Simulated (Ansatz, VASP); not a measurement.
One calculation of MgS, two programs

```
Mg S
1.0
     0.00000    2.58419    2.58419
     2.58419    0.00000    2.58419
     2.58419    2.58419    0.00000
Mg S
1 1
Direct
  0.00000 0.00000 0.00000
  0.50000 0.50000 0.50000
```

Change from the starting cell: volume scaled by 0.98.

Alike in both runs: task single point; functional PBE; k mesh 8 × 8 × 8; occupations fermi-dirac, width 0.01 eV; no spin polarisation.

```csv
,VASP,Ansatz
version,VASP 6.6.1,Ansatz 0.2.0
potentials or method,"VASP PAW PBE potentials, release 64 (Mg, S), cutoff 520 eV","all-electron LAPW, scalar-relativistic"
```

VASP gave:

| Item | Value |
| --- | --- |
| gap on the k mesh at the Fermi level (eV) | 2.82 |
| pressure (GPa) | 2.5 |

Task: Which values does Ansatz return?

Result: gap on the k mesh at the Fermi level (eV): 2.83; pressure (GPa): 2.8.

Ansatz ran all-electron here, and VASP with PAW potentials.
